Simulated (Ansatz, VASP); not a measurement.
Mg5ZrN2: VASP beside Ansatz

```
Mg Zr N
1.0
     0.00000    4.47368    4.47368
     4.47368    0.00000    4.47368
     4.47368    4.47368    0.00000
Mg Zr N
5 1 2
Direct
  0.87542 0.87542 0.87542
  0.87542 0.87542 0.37374
  0.87542 0.37374 0.87542
  0.37374 0.87542 0.87542
  0.25000 0.25000 0.25000
  0.50000 0.50000 0.50000
  0.75000 0.75000 0.75000
  0.00000 0.00000 0.00000
```

Alike in both runs: functional PBE; k mesh 4 × 4 × 4; occupations gaussian, width 0.2 eV; no spin polarisation.

Ansatz relaxed the structure, and its values are those at the end. VASP's run is a single point on that final structure, the one shown.

|  | VASP | Ansatz |
| --- | --- | --- |
| version | VASP 6.6.1 | Ansatz 0.2.0 |
| potentials or method | VASP PAW PBE potentials, release 64 (Mg, Zr_sv, N), cutoff 600 eV | scalar-relativistic, plane waves, PAW |
| valence electrons in the cell | 32 | 72 |

```csv
,VASP,Ansatz,Ansatz less VASP
gap on the k mesh at the Fermi level (eV),none,none,-
pressure (GPa),0.0,0.1,+0.07
```

A gap of «none» marks a metal or a gap that the smearing closes. VASP's potentials hold 32 valence electrons a cell and Ansatz's 72, so a difference there can come from the potentials and not from the codes.
